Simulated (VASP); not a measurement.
# Ir (P6/mmm) in VASP: notebook

Ir is run at these levels: PBEsol; tasks: single point.

Program: VASP 6.6.1. These are calculated values, not measurements. Logs are shortened: lines on timing, memory, paths and dates and some standing lists are left out, and cuts for length are marked.

## Step 1: The cell of the first run

Symmetry: P6/mmm, No. 191, hexagonal system. Conventional cell: a = 2.619 Å, b = 2.619 Å, c = 2.448 Å, α = 90.00°, β = 90.00°, γ = 120.00°. Ir (site symmetry 6/mmm) has 8 Ir at 2.45 to 2.62 Å within 3.2 Å.

## Step 2: Single point, PBEsol

The input, INCAR:

```
ALGO     = Fast           # electronic algorithm
EDIFF    = 1E-7           # SCF threshold, eV
ENCUT    = 520            # plane-wave cutoff, eV
GGA      = PS             # functional
ISIF     = 2              # what is computed and relaxed
ISMEAR   = 0              # smearing method
LASPH    = T              # aspherical terms in the spheres
LCHARG   = T              # write CHGCAR
LELF     = T              # ELF
LREAL    = F              # projectors in reciprocal space
LVHAR    = T            
LWAVE    = F              # write WAVECAR
NBANDS   = 10             # bands
NELM     = 60             # most SCF steps
PREC     = Accurate       # precision mode
SIGMA    = 0.1            # smearing width, eV
```

The input, KPOINTS:

```
k-points
0
Gamma
  9 9 8
```

The input, POSCAR:

```
Ir
1.0
    2.6194997309      0.0000000000      0.0000000000
   -1.3097498655      2.2685533122      0.0000000000
    0.0000000000      0.0000000000      2.4475950611
Ir
1
Direct
    0.0000000000      0.0000000000      0.0000000000
```

Potentials or basis: VASP PAW PBE potentials, release 64 (Ir).

On the command line:

```sh
cat potpaw_PBE.64/Ir/POTCAR > POTCAR
mpirun -np 1 vasp_std > vasp.out
```

OUTCAR:

```text
EDIFF = 1E-7
   ENCUT = 520
   GGA = PS
   ISIF = 2
   ISMEAR = 0
   LASPH = T
   LREAL = F
   NELM = 60
   PREC = Accurate

 ion  position               nearest neighbor table
   1  0.000  0.000  0.000-

  LATTYP: Found a hexagonal cell.
 ALAT       =     2.6194997309
 C/A-ratio  =     0.9343750000

  Lattice vectors:

 A1 = (   2.6194997309,   0.0000000000,   0.0000000000)
 A2 = (  -1.3097498655,   2.2685533122,   0.0000000000)
 A3 = (   0.0000000000,   0.0000000000,   2.4475950611)

Analysis of symmetry for initial positions (statically):
=====================================================================
 Subroutine PRICEL returns:
 Original cell was already a primitive cell.

 Routine SETGRP: Setting up the symmetry group for a
 hexagonal supercell.

 Subroutine GETGRP returns: Found 24 space group operations
 (whereof 24 operations were pure point group operations)
 out of a pool of 24 trial point group operations.

The static configuration has the point symmetry D_6h.

Analysis of symmetry for dynamics (positions and initial velocities):
=====================================================================
 Subroutine PRICEL returns:
 Original cell was already a primitive cell.

 Routine SETGRP: Setting up the symmetry group for a
 hexagonal supercell.

 Subroutine GETGRP returns: Found 24 space group operations
 (whereof 24 operations were pure point group operations)
 out of a pool of 24 trial point group operations.

The dynamic configuration has the point symmetry D_6h.

 Subroutine INISYM returns: Found 24 space group operations
 (whereof 24 operations are pure point group operations),
 and found     1 'primitive' translations

----------------------------------------------------------------------------------------

                                     Primitive cell

  volume of cell :      14.5448

  direct lattice vectors                    reciprocal lattice vectors
     2.619499731  0.000000000  0.000000000     0.381752282  0.220404783  0.000000000
    -1.309749865  2.268553312  0.000000000     0.000000000  0.440809566  0.000000000
     0.000000000  0.000000000  2.447595061     0.000000000  0.000000000  0.408564315

  length of vectors
     2.619499731  2.619499731  2.447595061     0.440809566  0.440809566  0.408564315

  position of ions in fractional coordinates (direct lattice)
     0.000000000  0.000000000  0.000000000

  ion indices of the primitive-cell ions
   primitive index   ion index
                 1           1

----------------------------------------------------------------------------------------

 KPOINTS: k-points

Automatic generation of k-mesh.
 Grid dimensions read from file:
 generate k-points for:    9    9    8

 Generating k-lattice:

  Cartesian coordinates                     Fractional coordinates (reciprocal lattice)
     0.042416920  0.024489420  0.000000000     0.111111111  0.000000000  0.000000000
     0.000000000  0.048978841  0.000000000     0.000000000  0.111111111  0.000000000
     0.000000000  0.000000000  0.051070539     0.000000000  0.000000000  0.125000000

  Length of vectors
     0.048978841  0.048978841  0.051070539

  Shift w.r.t. Gamma in fractional coordinates (k-lattice)
     0.000000000  0.000000000  0.000000000

 Subroutine IBZKPT returns following result:
 ===========================================

 Found     60 irreducible k-points:

 Following reciprocal coordinates:
            Coordinates               Weight
  0.000000  0.000000  0.000000      1.000000
  0.111111 -0.000000  0.000000      6.000000
  0.222222 -0.000000  0.000000      6.000000
  0.333333 -0.000000  0.000000      6.000000
  0.444444 -0.000000  0.000000      6.000000
  0.111111  0.111111  0.000000      6.000000
[... 16 lines left out ...]
  0.333333  0.222222  0.125000     24.000000
  0.333333  0.333333  0.125000      4.000000
 [... further k-points ...]
   k-points           NKPTS =     60   k-points in BZ     NKDIM =     60   number of bands    NBANDS=     10
   number of dos      NEDOS =    301   number of ions     NIONS =      1
   total plane-waves  NPLWV =   7200
   dimension x,y,z NGX =    20 NGY =   20 NGZ =   18
   dimension x,y,z NGXF=    40 NGYF=   40 NGZF=   36
   ions per type =               1
   NGX,Y,Z   is equivalent  to a cutoff of  12.69, 12.69, 12.23 a.u.
   NGXF,Y,Z  is equivalent  to a cutoff of  25.39, 25.39, 24.45 a.u.
 SYSTEM =  unknown system
   PREC   = accura    normal or accurate (medium, high low for compatibility)
   ISTART =      0    job   : 0-new  1-cont  2-samecut
   ICHARG =      2    charge: 1-file 2-atom 10-const
   ISPIN  =      1    spin polarized calculation?
   LNONCOLLINEAR =      F non collinear calculations
   LSORBIT =      F    spin-orbit coupling
   LASPH  =      T    aspherical Exc in radial PAW
   ENCUT  =  520.0 eV  38.22 Ry    6.18 a.u.   4.87  4.87  4.55*2*pi/ulx,y,z
   NELM   =     60;   NELMIN=  2; NELMDL= -5     # of ELM steps
   EDIFF  = 0.1E-06   stopping-criterion for ELM
   LREAL  =      F    real-space projection
   EDIFFG = 0.1E-05   stopping-criterion for IOM
   NSW    =      0    number of steps for IOM
   IBRION =     -1    ionic relax: 0-MD 1-quasi-New 2-CG
   NFREE  =      0    steps in history (QN), initial steepest desc. (CG)
   ISIF   =      2    stress and relaxation
   ISYM   =      2    0-nonsym 1-usesym 2-fastsym
   POTIM  = 0.5000    time-step for ionic-motion
   TEBEG  =    0.0;   TEEND  =   0.0 temperature during run
   PSTRESS=    0.0 pullay stress
   NELECT =       9.0000    total number of electrons
   NUPDOWN=      -1.0000    fix difference up-down
   EMIN   =  10.00;   EMAX   =-10.00  energy-range for DOS
   EFERMI =   0.00;   METHOD = LEGACY
   ISMEAR =     0;   SIGMA  =   0.10  broadening in eV -4-tet -1-fermi 0-gaus
   EFERMI_NEDOS =   21; number of points for ismear=-14 and -15
   IALGO  =     68    algorithm
   IMIX   =      4    mixing-type and parameters
     AMIX     =   0.40;   BMIX     =  1.00
     AMIX_MAG =   1.60;   BMIX_MAG =  1.00
  volume/ion in A,a.u.               =      14.54        98.15
  Fermi-wavevector in a.u.,A,eV,Ry     =   1.395040  2.636244 26.478800  1.946137
  Thomas-Fermi vector in A             =   2.518531
   LORBIT       =      0    0 simple, 1 ext, 2 COOP (PROOUT), +10 PAW based schemes
   GGA     = PS    functional components
   LHFCALC =     F    Hartree Fock is set to
   AEXX    =    0.0000 exact exchange contribution
   IVDW    =     0    specifies the selected vdW correction
   LEPSILON=     F    determine dielectric tensor
   LRPA    =     F    only Hartree local field effects (RPA)
 non-spin polarized calculation
 RMM-DIIS sequential band-by-band and
 Gauss-broadening in eV      SIGMA  =   0.10
  energy-cutoff  :      520.00
  volume of cell :       14.54
 maximum number of plane-waves:       405
 NGX is ok and might be reduce to    20
   NGX =  9   NGY =  9   NGZ =  9

 number of electron       9.0000000 magnetization

 Free energy of the ion-electron system (eV)
  ---------------------------------------------------
  ext. energy  EPLUGINS =         0.00000000
  ---------------------------------------------------
  free energy    TOTEN  =        -9.15085141 eV

  energy without entropy =       -9.14497881  energy(sigma->0) =       -9.14791511

 E-fermi :   9.6423     XC(G=0): -13.8488

 val. band max:        9.6193014969   @ k =   0.3333  -0.0000   0.1250
 cond. band min:       9.6582105526   @ k =   0.3333  -0.0000   0.0000
 fundamental gap:      0.0389090557
 Fermi energy:         9.6423320757

 k-point     1 :       0.0000    0.0000    0.0000
  band No.  band energies     occupation
      1      -1.0293      2.00000
      2       2.4188      2.00000
      3       6.0469      2.00000
      4       6.0469      2.00000
      5      11.2452      0.00000
      6      11.2452      0.00000
      7      24.4345      0.00000
      8      26.0005      0.00000
      9      31.5447      0.00000
     10      31.5447      0.00000

 k-point     2 :       0.1111   -0.0000    0.0000
  band No.  band energies     occupation
      1      -0.5145      2.00000
      2       2.6222      2.00000
      3       5.6617      2.00000
      4       6.5115      2.00000
      5      10.7696      0.00000
      6      11.1612      0.00000
      7      25.3668      0.00000
      8      26.9954      0.00000
      9      28.7482      0.00000
     10      30.3695      0.00000

 k-point     3 :       0.2222   -0.0000    0.0000
  band No.  band energies     occupation
      1       0.7358      2.00000
      2       3.0751      2.00000
      3       5.1840      2.00000
      4       7.8203      2.00000
      5       9.7355      0.18757
      6      10.9535      0.00000
      7      24.0751      0.00000
      8      28.0098      0.00000
      9      28.4126      0.00000
     10      29.4311      0.00000

 k-point     4 :       0.3333   -0.0000    0.0000
  band No.  band energies     occupation
      1       1.7542      2.00000
      2       3.1121      2.00000
      3       6.3525      2.00000
      4       8.7563      2.00000
      5       9.6582      0.82233
      6      10.7256      0.00000
      7      20.3472      0.00000
      8      25.4479      0.00000
      9      29.4777      0.00000
     10      31.9853      0.00000
[... 222 lines left out ...]
 k-point    22 :       0.2222    0.2222    0.1250
  band No.  band energies     occupation
      1       3.4982      2.00000
      2       4.2619      2.00000
      3       4.8239      2.00000
      4       7.9360      2.00000
      5       9.3313      1.99999
      6      12.2589      0.00000
      7      19.9579      0.00000
      8      22.6622      0.00000
      9      28.7966      0.00000
     10      35.2555      0.00000

 k-point    23 :       0.3333    0.2222    0.1250
  band No.  band energies     occupation
      1       3.8344      2.00000
      2       4.3448      2.00000
      3       5.6354      2.00000
      4       8.1285      2.00000
      5       8.8449      2.00000
      6      14.7755      0.00000
      7      16.8271      0.00000
      8      20.7607      0.00000
      9      29.8221      0.00000
     10      33.1136      0.00000

 k-point    24 :       0.3333    0.3333    0.1250
  band No.  band energies     occupation
      1       4.4337      2.00000
      2       5.0591      2.00000
      3       5.0591      2.00000
      4       8.2131      2.00000
      5       8.2131      2.00000
      6      15.2653      0.00000
      7      18.0467      0.00000
      8      18.0467      0.00000
      9      31.8943      0.00000
     10      31.8943      0.00000

 [... further k-points ...]
[... 5 lines left out ...]
  --------------------------------------------------------------------------------------
  -------------------------------------------------------------------------------------
  Total        0.9504067      0.9504067      3.4060820     -0.0000000      0.0000000      0.0000000
  in kB      104.6919181    104.6919181    375.1964842     -0.0000000      0.0000000      0.0000000
  external PRESSURE =     194.8601068 kB  Pullay stress =       0.0000000 kB

 VOLUME and BASIS-vectors are now :
 -----------------------------------------------------------------------------
  energy-cutoff  :      520.00
  volume of cell :       14.54
      direct lattice vectors                 reciprocal lattice vectors
     2.619499731  0.000000000  0.000000000     0.381752282  0.220404783  0.000000000
    -1.309749865  2.268553312  0.000000000     0.000000000  0.440809566  0.000000000
     0.000000000  0.000000000  2.447595061     0.000000000  0.000000000  0.408564315

 POSITION                                       TOTAL-FORCE (eV/Angst)
 -----------------------------------------------------------------------------------
      0.00000      0.00000      0.00000         0.000000      0.000000      0.000000
 -----------------------------------------------------------------------------------
    total drift:                               -0.000000     -0.000000      0.000000

  FREE ENERGIE OF THE ION-ELECTRON SYSTEM (eV)
  ---------------------------------------------------
  free  energy   TOTEN  =        -9.1508514112 eV

  energy  without entropy=       -9.1449788132  energy(sigma->0) =       -9.14791511
```

It took 4.6 s on 1 thread of Intel Xeon 6975P-C (Granite Rapids), shared host; peak memory 0.13 GiB.

What came out:

- Free energy: -9.1509 eV
- Pressure: 19.5 GPa

Caveat: the PAW data sets were made with another functional, which shifts forces and pressure a little; spin-orbit coupling is left out, which moves the levels of the heavy elements.

## Step 3: Single point, PBEsol

This run uses another cell than the first one, of 15.32 Å³/atom, 1.053 times its volume.

The input, INCAR:

```
ALGO = Fast ; EDIFF = 1E-7
ENCUT = 520 ; GGA = PS
ISIF = 2 ; ISMEAR = 0
LASPH = True ; LCHARG = False
LREAL = False ; LWAVE = False
NBANDS = 10 ; NELM = 100
PREC = Accurate ; SIGMA = 0.1
```

KPOINTS is that of step 2.

The input, POSCAR:

```
Ir
1.0
    2.6251431509      0.0000000000      0.0000000000
   -1.3125715755      2.2734406572      0.0000000000
    0.0000000000      0.0000000000      2.5664953775
Ir
1
Direct
    0.0000000000      0.0000000000      0.0000000000
```

Potentials or basis: VASP PAW PBE potentials, release 64 (Ir).

On the command line:

```sh
cat potpaw_PBE.64/Ir/POTCAR > POTCAR
mpirun -np 1 vasp_std > vasp.out
```

OUTCAR:

```text
EDIFF = 1E-7
   ENCUT = 520
   GGA = PS
   ISIF = 2
   ISMEAR = 0
   LASPH = True
   LREAL = False
   NELM = 100
   PREC = Accurate

 ion  position               nearest neighbor table
   1  0.000  0.000  0.000-

  LATTYP: Found a hexagonal cell.
 ALAT       =     2.6251431509
 C/A-ratio  =     0.9776592094

  Lattice vectors:

 A1 = (   2.6251431509,   0.0000000000,   0.0000000000)
 A2 = (  -1.3125715755,   2.2734406572,   0.0000000000)
 A3 = (   0.0000000000,   0.0000000000,   2.5664953775)

Analysis of symmetry for initial positions (statically):
=====================================================================
 Subroutine PRICEL returns:
 Original cell was already a primitive cell.

 Routine SETGRP: Setting up the symmetry group for a
 hexagonal supercell.

 Subroutine GETGRP returns: Found 24 space group operations
 (whereof 24 operations were pure point group operations)
 out of a pool of 24 trial point group operations.

The static configuration has the point symmetry D_6h.

Analysis of symmetry for dynamics (positions and initial velocities):
=====================================================================
 Subroutine PRICEL returns:
 Original cell was already a primitive cell.

 Routine SETGRP: Setting up the symmetry group for a
 hexagonal supercell.

 Subroutine GETGRP returns: Found 24 space group operations
 (whereof 24 operations were pure point group operations)
 out of a pool of 24 trial point group operations.

The dynamic configuration has the point symmetry D_6h.

 Subroutine INISYM returns: Found 24 space group operations
 (whereof 24 operations are pure point group operations),
 and found     1 'primitive' translations

----------------------------------------------------------------------------------------

                                     Primitive cell

  volume of cell :      15.3171

  direct lattice vectors                    reciprocal lattice vectors
[... 106 lines left out ...]
  volume/ion in A,a.u.               =      15.32       103.37
  Fermi-wavevector in a.u.,A,eV,Ry     =   1.371187  2.591167 25.581039  1.880153
  Thomas-Fermi vector in A             =   2.496906
   LORBIT       =      0    0 simple, 1 ext, 2 COOP (PROOUT), +10 PAW based schemes
   GGA     = PS    functional components
   LHFCALC =     F    Hartree Fock is set to
   AEXX    =    0.0000 exact exchange contribution
   IVDW    =     0    specifies the selected vdW correction
   LEPSILON=     F    determine dielectric tensor
   LRPA    =     F    only Hartree local field effects (RPA)
 non-spin polarized calculation
 RMM-DIIS sequential band-by-band and
 Gauss-broadening in eV      SIGMA  =   0.10
  energy-cutoff  :      520.00
  volume of cell :       15.32
 maximum number of plane-waves:       423
 NGX is ok and might be reduce to    20
   NGX =  9   NGY =  9   NGZ =  9

 number of electron       9.0000000 magnetization

 Free energy of the ion-electron system (eV)
  ---------------------------------------------------
  ext. energy  EPLUGINS =         0.00000000
  ---------------------------------------------------
  free energy    TOTEN  =        -9.23319146 eV

  energy without entropy =       -9.22971517  energy(sigma->0) =       -9.23145332

 E-fermi :   8.7572     XC(G=0): -13.5450

 val. band max:        8.6972005604   @ k =   0.2222   0.1111   0.0000
 cond. band min:       8.7868185064   @ k =   0.0000   0.0000   0.2500
 fundamental gap:      0.0896179459
 Fermi energy:         8.7572392837

 k-point     1 :       0.0000    0.0000    0.0000
  band No.  band energies     occupation
      1      -1.3811      2.00000
      2       2.2424      2.00000
      3       5.4369      2.00000
      4       5.4369      2.00000
      5      10.1511      0.00000
      6      10.1511      0.00000
      7      23.4877      0.00000
      8      24.0127      0.00000
      9      30.9887      0.00000
     10      30.9939      0.00000
[... 287 lines left out ...]
 k-point    24 :       0.3333    0.3333    0.1250
  band No.  band energies     occupation
      1       4.3436      2.00000
      2       4.5430      2.00000
      3       4.5430      2.00000
      4       7.2016      2.00000
      5       7.2016      2.00000
      6      14.5755      0.00000
      7      17.0820      0.00000
      8      17.0820      0.00000
      9      30.1788      0.00000
     10      30.1788      0.00000

 [... further k-points ...]
[... 5 lines left out ...]
  --------------------------------------------------------------------------------------
  -------------------------------------------------------------------------------------
  Total        0.0912816      0.0912816      0.0745823     -0.0000000      0.0000000      0.0000000
  in kB        9.5480899      9.5480899      7.8013461     -0.0000000      0.0000000      0.0000000
  external PRESSURE =       8.9658419 kB  Pullay stress =       0.0000000 kB

 VOLUME and BASIS-vectors are now :
 -----------------------------------------------------------------------------
  energy-cutoff  :      520.00
  volume of cell :       15.32
      direct lattice vectors                 reciprocal lattice vectors
     2.625143151  0.000000000  0.000000000     0.380931607  0.219930966  0.000000000
    -1.312571576  2.273440657  0.000000000     0.000000000  0.439861932  0.000000000
     0.000000000  0.000000000  2.566495377     0.000000000  0.000000000  0.389636392

 POSITION                                       TOTAL-FORCE (eV/Angst)
 -----------------------------------------------------------------------------------
      0.00000      0.00000      0.00000         0.000000      0.000000      0.000000
 -----------------------------------------------------------------------------------
    total drift:                               -0.000000     -0.000000      0.000000

  FREE ENERGIE OF THE ION-ELECTRON SYSTEM (eV)
  ---------------------------------------------------
  free  energy   TOTEN  =        -9.2331914589 eV

  energy  without entropy=       -9.2297151749  energy(sigma->0) =       -9.23145332
```

Run time: 4.7 s. Hardware: 1 thread of Intel Xeon 6975P-C (Granite Rapids), shared host; peak memory 0.13 GiB.

Results:

```yaml
Free_energy: -9.2332 eV
Pressure: 0.9 GPa
```

Stress tensor (GPa, compression positive):
```
0.95 0.00 0.00
0.00 0.95 0.00
0.00 0.00 0.78
```

Caveat: the PAW data sets were made with another functional, which shifts forces and pressure a little; spin-orbit coupling is left out, which moves the levels of the heavy elements.
